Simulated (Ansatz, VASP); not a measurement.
## One calculation of Br, two programs

INCAR

```
PREC     = Accurate       # precision mode
ENCUT    = 520            # plane-wave cutoff, eV
EDIFF    = 1E-6           # SCF threshold, eV
ISMEAR   = -5             # smearing method
SIGMA    = 0.05           # smearing width, eV
LREAL    = False          # projectors in reciprocal space
LASPH    = True           # aspherical terms in the spheres
NELM     = 80             # most SCF steps
ALGO     = Normal         # electronic algorithm
ISIF     = 2              # what is computed and relaxed
LWAVE    = False          # write WAVECAR
LCHARG   = False          # write CHGCAR
GGA      = B5             # functional
ALDAX    = 1.0          
AGGAX    = 1.0          
AGGAC    = 1.0          
ALDAC    = 0.0          
NBANDS   = 10             # bands
```

File KPOINTS:

```
Automatic mesh
0
Gamma
  13 13 13
```

File POSCAR:

```
Br
1.0
   -1.4484380000      1.4082790000      3.4913400000
    1.4242230000     -1.4841630000      3.5118990000
    1.4437600000      1.4794840000     -3.5215340000
Br
1
Direct
    0.0000000000      0.0000000000      0.0000000000
```

File input.yaml:

```yaml
crystal:
  lattice:
    - [-1.448438, 1.408279, 3.49134]
    - [1.424223, -1.484163, 3.511899]
    - [1.44376, 1.479484, -3.521534]
  atoms:
    - { symbol: Br, position: [0.0, 0.0, 0.0] }
kpoints:
  mp_grid: { grid: [13, 13, 13] }
scf:
  occupations: { method: tetrahedron }
hamiltonian:
  xc: blyp
  pseudopotentials: { kind: all_electron, lapw: { basis_error: 0.001 } }
output:
  forces: true
  stress: true
  eigenvalues: true
```

Alike in both runs: task single point; functional BLYP; k mesh 13 × 13 × 13; occupations tetrahedron; no spin polarisation.

```csv
,VASP,Ansatz
version,VASP 6.6.1,Ansatz 0.2.0
potentials or method,"VASP PAW PBE potentials, release 64 (Br), cutoff 520 eV","all-electron LAPW, scalar-relativistic"
```

VASP gave:

| Quantity | Value |
| --- | --- |
| gap on the k mesh at the Fermi level (eV) | none |
| pressure (GPa) | 3.4 |
| traceless stress, the component that is largest in VASP (GPa) | -0.67 |

Q: What did Ansatz give for the same quantities?

A: gap on the k mesh at the Fermi level (eV): none; pressure (GPa): 3.4; traceless stress, the component that is largest in VASP (GPa): -0.73.

VASP's potentials were made for PBE, not for BLYP. A gap of «none» marks a metal or a gap that the smearing closes. Ansatz ran all-electron here, and VASP with PAW potentials.
